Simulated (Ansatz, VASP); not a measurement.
**Two plane-wave programs on ReBPt**

```
Re B Pt
1.0
     3.08263    0.00000    0.00000
     0.00000    3.08263    0.00000
     0.00000    0.00000    4.13407
Re B Pt
1 1 1
Direct
  0.00000 0.00000 0.50000
  0.00000 0.00000 0.00000
  0.50000 0.50000 0.00000
```

Alike in both runs: functional PBE; k mesh 6 × 6 × 4; occupations gaussian, width 0.1 eV; no spin polarisation.

Ansatz relaxed the structure, and its values are those at the end. VASP's run is a single point on that final structure, the one shown.

```csv
,VASP,Ansatz
version,VASP 6.6.1,Ansatz 0.2.0
potentials or method,"VASP PAW PBE potentials, release 64 (Re, B, Pt), cutoff 520 eV","scalar-relativistic, plane waves, PAW"
valence electrons in the cell,20,36
```

```csv
,VASP,Ansatz,Ansatz less VASP
gap on the k mesh at the Fermi level (eV),none,none,-
pressure (GPa),0.2,0.0,-0.22
```

A gap of «none» marks a metal or a gap that the smearing closes. The functional is the same, so the differences come from potentials, cutoffs and numerics. VASP's potentials hold 20 valence electrons a cell and Ansatz's 36, so a difference there can come from the potentials and not from the codes.

The k mesh is coarse, so the values compare programs but aren't converged. Spin-orbit coupling is off throughout.
